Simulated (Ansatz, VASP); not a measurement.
**Two plane-wave programs on ZnS**

```
CELL_PARAMETERS angstrom
1.88728 1.08962 9.27534
-1.88728 1.08962 9.27534
0.00000 -2.17925 9.27534
ATOMIC_POSITIONS crystal
Zn 0.99999 0.99999 0.99999
Zn 0.22230 0.22230 0.22230
Zn 0.44458 0.44458 0.44458
S 0.08325 0.08325 0.08325
S 0.52782 0.52782 0.52782
S 0.30539 0.30539 0.30539
```

Change from the starting cell: hydrostatic strain -0.9%.

Alike in both runs: task single point; functional PBE; k mesh 8 × 8 × 8; occupations fermi-dirac, width 0.02 eV; no spin polarisation.

```csv
,VASP,Ansatz
version,VASP 6.6.1,Ansatz 0.2.0
potentials or method,"VASP PAW PBE potentials, release 64 (Zn, S)","plane waves, PAW"
plane-wave cutoff (eV),520,420
valence electrons in the cell,54,54
```

```tsv
	VASP	Ansatz	Ansatz less VASP
gap on the k mesh at the Fermi level (eV)	2.31	2.30	-0.007
pressure (GPa)	4.6	4.4	-0.17
traceless stress, the component that is largest in VASP (GPa)	0.06	0.06	-0.004
```
